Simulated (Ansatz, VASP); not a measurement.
## Two plane-wave programs on Al13Ni3

```
Al Ni
1.0
     5.77467    0.08558   -0.00813
     0.08558    5.77538    0.00808
    -0.00813    0.00808    7.14460
Al Ni
13 3
Direct
  0.00480 0.01193 0.97275
  0.49245 0.00844 0.96189
  0.01200 0.48900 0.98949
  0.00379 0.01317 0.52810
  0.26741 0.23291 0.25021
  0.48877 0.49562 0.97325
  0.49134 0.00953 0.53925
  0.75489 0.23870 0.25032
  0.01119 0.48980 0.51135
  0.26210 0.74624 0.25026
  0.48747 0.49668 0.52762
  0.75383 0.74716 0.25033
  0.76335 0.73671 0.75020
  0.23773 0.26309 0.75069
  0.74517 0.28088 0.75043
  0.22081 0.75590 0.75044
```

Alike in both runs: task single point; functional PBE; k mesh 4 × 5 × 5; occupations gaussian, width 0.1 eV; no spin polarisation.

```csv
,VASP,Ansatz
version,VASP 6.6.1,Ansatz 0.2.0
potentials or method,"VASP PAW PBE potentials, release 64 (Al, Ni), cutoff 520 eV","scalar-relativistic, plane waves, PAW"
valence electrons in the cell,69,93
```

VASP gave:

```
gap on the k mesh at the Fermi level (eV)                     : none
pressure (GPa)                                                : 0.4
traceless stress, the component that is largest in VASP (GPa) : 4.85
rms of the force components (eV/Å)                            : 0.122
```

**Question.** Estimate Ansatz's values.

**Answer.** gap on the k mesh at the Fermi level (eV): none; pressure (GPa): 0.4; traceless stress, the component that is largest in VASP (GPa): 4.89; rms of the force components (eV/Å): 0.123.

Atom by atom the forces differ by 0.002 eV/Å (rms over components). A gap of «none» marks a metal or a gap that the smearing closes. VASP's potentials hold 69 valence electrons a cell and Ansatz's 93, so a difference there can come from the potentials and not from the codes.
